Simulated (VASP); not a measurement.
# Rh (Fm-3m) in VASP: further runs

The runs below take Rh through single point, with PBEsol.

Everything below comes from runs of VASP 6.6.1. Logs are shortened: lines on timing, memory, paths and dates and some standing lists are left out, and cuts for length are marked.

## (1) The cell of the first run

It takes space group Fm-3m (No. 225, cubic). The conventional cell has a = 3.703 Å, b = 3.703 Å, c = 3.703 Å, α = 90.00°, β = 90.00°, γ = 90.00°. Within 3.5 Å of Rh (site symmetry m-3m) lie 12 Rh at 2.62 Å.

## (2) Single point, PBEsol (volume scaled by 0.94)

INCAR

```
SYSTEM = Rh
ALGO = Normal
EDIFF = 1E-7
ENCUT = 520
GGA = PS
ISIF = 2
ISMEAR = 0
LASPH = .TRUE.
LCHARG = .FALSE.
LREAL = .FALSE.
LWAVE = .FALSE.
NBANDS = 14
NELM = 60
PREC = Accurate
SIGMA = 0.1
```

KPOINTS

```
k-points
0
G
  18 18 18
  0 0 0
```

POSCAR

```
Rh
1.0
    0.0000000000      1.8514079968      1.8514079968
    1.8514079968      0.0000000000      1.8514079968
    1.8514079968      1.8514079968      0.0000000000
Rh
1
Direct
    0.0000000000      0.0000000000      0.0000000000
```

Potentials or basis: VASP PAW PBE potentials, release 64 (Rh_pv).

On the command line:

```
$ cat potpaw_PBE.64/Rh_pv/POTCAR > POTCAR
$ mpirun -np 1 vasp_std > vasp.out
```

OUTCAR:

```text
SYSTEM = Rh
   EDIFF = 1E-7
   ENCUT = 520
   GGA = PS
   ISIF = 2
   ISMEAR = 0
   LASPH = .TRUE.
   LREAL = .FALSE.
   NELM = 60
   PREC = Accurate

 ion  position               nearest neighbor table
   1  0.000  0.000  0.000-

  LATTYP: Found a face centered cubic cell.
 ALAT       =     3.7028159936

  Lattice vectors:

 A1 = (   0.0000000000,   1.8514079968,   1.8514079968)
 A2 = (   1.8514079968,   0.0000000000,   1.8514079968)
 A3 = (   1.8514079968,   1.8514079968,   0.0000000000)

Analysis of symmetry for initial positions (statically):
=====================================================================
 Subroutine PRICEL returns:
 Original cell was already a primitive cell.

 Routine SETGRP: Setting up the symmetry group for a
 face centered cubic supercell.

 Subroutine GETGRP returns: Found 48 space group operations
 (whereof 48 operations were pure point group operations)
 out of a pool of 48 trial point group operations.

The static configuration has the point symmetry O_h .

Analysis of symmetry for dynamics (positions and initial velocities):
=====================================================================
 Subroutine PRICEL returns:
 Original cell was already a primitive cell.

 Routine SETGRP: Setting up the symmetry group for a
 face centered cubic supercell.

 Subroutine GETGRP returns: Found 48 space group operations
 (whereof 48 operations were pure point group operations)
 out of a pool of 48 trial point group operations.

The dynamic configuration has the point symmetry O_h .

 Subroutine INISYM returns: Found 48 space group operations
 (whereof 48 operations are pure point group operations),
 and found     1 'primitive' translations

----------------------------------------------------------------------------------------

                                     Primitive cell

  volume of cell :      12.6922

  direct lattice vectors                    reciprocal lattice vectors
     0.000000000  1.851407997  1.851407997    -0.270064730  0.270064730  0.270064730
     1.851407997  0.000000000  1.851407997     0.270064730 -0.270064730  0.270064730
     1.851407997  1.851407997  0.000000000     0.270064730  0.270064730 -0.270064730

  length of vectors
     2.618286299  2.618286299  2.618286299     0.467765833  0.467765833  0.467765833

  position of ions in fractional coordinates (direct lattice)
     0.000000000  0.000000000  0.000000000

  ion indices of the primitive-cell ions
   primitive index   ion index
                 1           1

----------------------------------------------------------------------------------------

 KPOINTS: k-points

Automatic generation of k-mesh.
 Grid dimensions read from file:
 generate k-points for:   18   18   18

 Generating k-lattice:

  Cartesian coordinates                     Fractional coordinates (reciprocal lattice)
    -0.015003596  0.015003596  0.015003596     0.055555556  0.000000000  0.000000000
     0.015003596 -0.015003596  0.015003596     0.000000000  0.055555556  0.000000000
     0.015003596  0.015003596 -0.015003596     0.000000000  0.000000000  0.055555556

  Length of vectors
     0.025986991  0.025986991  0.025986991

  Shift w.r.t. Gamma in fractional coordinates (k-lattice)
     0.000000000  0.000000000  0.000000000

 Subroutine IBZKPT returns following result:
 ===========================================

 Found    195 irreducible k-points:

 Following reciprocal coordinates:
            Coordinates               Weight
  0.000000  0.000000  0.000000      1.000000
  0.055556  0.000000  0.000000      8.000000
  0.111111  0.000000  0.000000      8.000000
  0.166667  0.000000  0.000000      8.000000
  0.222222  0.000000  0.000000      8.000000
  0.277778  0.000000  0.000000      8.000000
[... 16 lines left out ...]
 -0.277778  0.055556  0.000000     24.000000
 -0.222222  0.055556  0.000000     24.000000
 [... further k-points ...]
   k-points           NKPTS =    195   k-points in BZ     NKDIM =    195   number of bands    NBANDS=     14
   number of dos      NEDOS =    301   number of ions     NIONS =      1
   total plane-waves  NPLWV =   8000
   dimension x,y,z NGX =    20 NGY =   20 NGZ =   20
   dimension x,y,z NGXF=    40 NGYF=   40 NGZF=   40
   ions per type =               1
   NGX,Y,Z   is equivalent  to a cutoff of  12.70, 12.70, 12.70 a.u.
   NGXF,Y,Z  is equivalent  to a cutoff of  25.40, 25.40, 25.40 a.u.
 SYSTEM =  Rh
   PREC   = accura    normal or accurate (medium, high low for compatibility)
   ISTART =      0    job   : 0-new  1-cont  2-samecut
   ICHARG =      2    charge: 1-file 2-atom 10-const
   ISPIN  =      1    spin polarized calculation?
   LNONCOLLINEAR =      F non collinear calculations
   LSORBIT =      F    spin-orbit coupling
   LASPH  =      T    aspherical Exc in radial PAW
   ENCUT  =  520.0 eV  38.22 Ry    6.18 a.u.   4.87  4.87  4.87*2*pi/ulx,y,z
   NELM   =     60;   NELMIN=  2; NELMDL= -5     # of ELM steps
   EDIFF  = 0.1E-06   stopping-criterion for ELM
   LREAL  =      F    real-space projection
   EDIFFG = 0.1E-05   stopping-criterion for IOM
   NSW    =      0    number of steps for IOM
   IBRION =     -1    ionic relax: 0-MD 1-quasi-New 2-CG
   NFREE  =      0    steps in history (QN), initial steepest desc. (CG)
   ISIF   =      2    stress and relaxation
   ISYM   =      2    0-nonsym 1-usesym 2-fastsym
   POTIM  = 0.5000    time-step for ionic-motion
   TEBEG  =    0.0;   TEEND  =   0.0 temperature during run
   PSTRESS=    0.0 pullay stress
   NELECT =      15.0000    total number of electrons
   NUPDOWN=      -1.0000    fix difference up-down
   EMIN   =  10.00;   EMAX   =-10.00  energy-range for DOS
   EFERMI =   0.00;   METHOD = LEGACY
   ISMEAR =     0;   SIGMA  =   0.10  broadening in eV -4-tet -1-fermi 0-gaus
   EFERMI_NEDOS =   21; number of points for ismear=-14 and -15
   IALGO  =     38    algorithm
   IMIX   =      4    mixing-type and parameters
     AMIX     =   0.40;   BMIX     =  1.00
     AMIX_MAG =   1.60;   BMIX_MAG =  1.00
  volume/ion in A,a.u.               =      12.69        85.65
  Fermi-wavevector in a.u.,A,eV,Ry     =   1.730851  3.270835 40.760967  2.995847
  Thomas-Fermi vector in A             =   2.805329
   LORBIT       =      0    0 simple, 1 ext, 2 COOP (PROOUT), +10 PAW based schemes
   GGA     = PS    functional components
   LHFCALC =     F    Hartree Fock is set to
   AEXX    =    0.0000 exact exchange contribution
   IVDW    =     0    specifies the selected vdW correction
   LEPSILON=     F    determine dielectric tensor
   LRPA    =     F    only Hartree local field effects (RPA)
 non-spin polarized calculation
 Gauss-broadening in eV      SIGMA  =   0.10
  energy-cutoff  :      520.00
  volume of cell :       12.69
 maximum number of plane-waves:       350
   NGX =  9   NGY =  9   NGZ =  9

 number of electron      14.9999994 magnetization

 Free energy of the ion-electron system (eV)
  ---------------------------------------------------
  ext. energy  EPLUGINS =         0.00000000
  ---------------------------------------------------
  free energy    TOTEN  =        -8.09011088 eV

  energy without entropy =       -8.08418091  energy(sigma->0) =       -8.08714590

 E-fermi :  13.2970     XC(G=0): -14.7401

 val. band max:       13.2875642014   @ k =   0.5000   0.2222   0.1111
 cond. band min:      13.2989742632   @ k =   0.5000   0.3889   0.0556
 fundamental gap:      0.0114100619
 Fermi energy:        13.2969940760

 k-point     1 :       0.0000    0.0000    0.0000
  band No.  band energies     occupation
      1     -33.1907      2.00000
      2     -33.1907      2.00000
      3     -33.1907      2.00000
      4       4.6294      2.00000
      5       9.7812      2.00000
      6       9.7812      2.00000
      7       9.7812      2.00000
      8      12.1755      2.00000
      9      12.1755      2.00000
     10      29.1254      0.00000
     11      33.4148      0.00000
     12      35.0416      0.00000
     13      35.0416      0.00000
     14      35.0416      0.00000

 k-point     2 :       0.0556    0.0000    0.0000
  band No.  band energies     occupation
      1     -33.2212      2.00000
      2     -33.1947      2.00000
      3     -33.1947      2.00000
      4       4.7646      2.00000
      5       9.7167      2.00000
      6       9.8362      2.00000
      7       9.8362      2.00000
      8      12.1423      2.00000
      9      12.1423      2.00000
     10      29.3375      0.00000
     11      33.4133      0.00000
     12      34.3318      0.00000
     13      35.2507      0.00000
     14      35.2507      0.00000

 k-point     3 :       0.1111    0.0000    0.0000
  band No.  band energies     occupation
      1     -33.3086      2.00000
      2     -33.2063      2.00000
      3     -33.2063      2.00000
      4       5.1505      2.00000
      5       9.5565      2.00000
      6       9.9802      2.00000
      7       9.9802      2.00000
      8      12.0703      2.00000
      9      12.0703      2.00000
     10      29.9138      0.00000
     11      32.8516      0.00000
     12      33.4221      0.00000
     13      35.8596      0.00000
     14      35.8596      0.00000
[... 324 lines left out ...]
 k-point    23 :      -0.2778    0.0556    0.0000
  band No.  band energies     occupation
      1     -33.8221      2.00000
      2     -33.3089      2.00000
      3     -33.2664      2.00000
      4       6.7610      2.00000
      5       9.9491      2.00000
      6      10.1613      2.00000
      7      10.1895      2.00000
      8      12.3569      2.00000
      9      13.2288      1.66534
     10      27.5878      0.00000
     11      30.8002      0.00000
     12      33.4175      0.00000
     13      36.9667      0.00000
     14      39.0688      0.00000

 k-point    24 :      -0.2222    0.0556    0.0000
  band No.  band energies     occupation
      1     -33.6606      2.00000
      2     -33.2853      2.00000
      3     -33.2430      2.00000
      4       6.5471      2.00000
      5       9.4098      2.00000
      6      10.2226      2.00000
      7      10.2802      2.00000
      8      11.9339      2.00000
      9      12.7184      2.00000
     10      29.2095      0.00000
     11      31.2770      0.00000
     12      33.4173      0.00000
     13      37.0632      0.00000
     14      38.9018      0.00000

 [... further k-points ...]
[... 5 lines left out ...]
  --------------------------------------------------------------------------------------
  -------------------------------------------------------------------------------------
  Total        1.6906054      1.6906054      1.6906054     -0.0000000     -0.0000000      0.0000000
  in kB      213.4108168    213.4108168    213.4108168     -0.0000000     -0.0000000      0.0000000
  external PRESSURE =     213.4108168 kB  Pullay stress =       0.0000000 kB

 VOLUME and BASIS-vectors are now :
 -----------------------------------------------------------------------------
  energy-cutoff  :      520.00
  volume of cell :       12.69
      direct lattice vectors                 reciprocal lattice vectors
     0.000000000  1.851407997  1.851407997    -0.270064730  0.270064730  0.270064730
     1.851407997  0.000000000  1.851407997     0.270064730 -0.270064730  0.270064730
     1.851407997  1.851407997  0.000000000     0.270064730  0.270064730 -0.270064730

 POSITION                                       TOTAL-FORCE (eV/Angst)
 -----------------------------------------------------------------------------------
      0.00000      0.00000      0.00000        -0.000000     -0.000000      0.000000
 -----------------------------------------------------------------------------------
    total drift:                                0.000000      0.000000      0.000000

  FREE ENERGIE OF THE ION-ELECTRON SYSTEM (eV)
  ---------------------------------------------------
  free  energy   TOTEN  =        -8.0901108835 eV

  energy  without entropy=       -8.0841809067  energy(sigma->0) =       -8.08714590
```

Run time: 12 s. Hardware: 1 thread of Intel Xeon 6975P-C (Granite Rapids), shared host; peak memory 0.14 GiB.

Results:

```
Free energy : -8.0901 eV
Pressure    : 21.3 GPa
```

Caveat: the PAW data sets were made with another functional, which shifts forces and pressure a little.

(Continued in part 2 of 2.)
